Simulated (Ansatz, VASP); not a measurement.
## Two plane-wave programs on GaSb3

The input INCAR:

```
PREC = Accurate
ENCUT = 600
EDIFF = 1E-6
ISMEAR = 0
SIGMA = 0.2
LREAL = False
LASPH = True
NELM = 80
ALGO = Normal
ISIF = 3
LWAVE = False
LCHARG = False
GGA = PE
IBRION = 2
NSW = 80
EDIFFG = -0.025
```

File KPOINTS:

```
Automatic mesh
0
Gamma
  6 6 2
```

Contents of POSCAR:

```
GaSb3
1.0
    4.3829173866      0.0003943437     -0.0461957247
   -2.1911171817      3.8302149842      0.0190883035
   -0.1556461488     -0.0155992081     14.5265318796
Ga Sb
2 6
Direct
    0.3128675848      0.6641346512      0.0695256145
    0.6648996359      0.3164811610      0.3039849536
    0.0114810856     -0.0011176306      1.0019477743
    0.3436105229      0.6606908282      0.2520836912
    0.6625139256      0.3319280586      0.4909424354
   -0.0076984104      0.0111952223      0.5909967946
    0.3392440436      0.6831332861      0.7408479692
    0.6730816120      0.3335544233      0.8406707670
```

Input for Ansatz:

```yaml
crystal:
  lattice:
    - [4.3829173866, 0.0003943437, -0.0461957247]
    - [-2.1911171817, 3.8302149842, 0.0190883035]
    - [-0.1556461488, -0.0155992081, 14.5265318796]
  atoms:
    - { symbol: Ga, position: [0.3128675848, 0.6641346512, 0.0695256145] }
    - { symbol: Ga, position: [0.6648996359, 0.316481161, 0.3039849536] }
    - { symbol: Sb, position: [0.0114810856, -0.0011176306, 1.0019477743] }
    - { symbol: Sb, position: [0.3436105229, 0.6606908282, 0.2520836912] }
    - { symbol: Sb, position: [0.6625139256, 0.3319280586, 0.4909424354] }
    - { symbol: Sb, position: [-0.0076984104, 0.0111952223, 0.5909967946] }
    - { symbol: Sb, position: [0.3392440436, 0.6831332861, 0.7408479692] }
    - { symbol: Sb, position: [0.673081612, 0.3335544233, 0.840670767] }
basis:
  ecutwfc: 420
kpoints:
  mp_grid: { grid: [6, 6, 2] }
hamiltonian:
  xc: pbe
scf:
  occupations: { method: gaussian, width: 0.2 }
  lower_state_search: "off"
output:
  forces: true
  stress: true
  eigenvalues: true
relax:
  adjacent_minimum: "off"
  f_tol: 0.025
  max_steps: 60
  cell: { stress_tol: 0.25 }
```

Change from the starting cell: cell x1, atoms moved at random (sigma 0.05 Å) and cell strained at random (1.5 %), then relaxed without symmetry.

Alike in both runs: task relaxation of cell and atoms; functional PBE; k mesh 6 × 6 × 2; occupations gaussian, width 0.2 eV; no spin polarisation.

|  | VASP | Ansatz |
| --- | --- | --- |
| version | VASP 6.6.1 | Ansatz 0.2.0 |
| potentials or method | VASP PAW PBE potentials, release 64 (Ga_d, Sb), cutoff 600 eV | scalar-relativistic, plane waves, PAW |
| valence electrons in the cell | 56 | 116 |

|  | VASP | Ansatz | Ansatz less VASP |
| --- | --- | --- | --- |
| gap on the k mesh at the Fermi level, each at its own relaxed structure (eV) | none | none | - |
| relaxed volume (Å³/atom) | 31.04 | 31.00 | -0.034 |
| relaxed length of the cell vector where the two differ most in proportion (Å) | 14.797 | 14.786 | -0.0114 |

A gap of «none» marks a metal or a gap that the smearing closes. VASP's potentials hold 56 valence electrons a cell and Ansatz's 116, so a difference there can come from the potentials and not from the codes.

Spin-orbit coupling is off throughout.
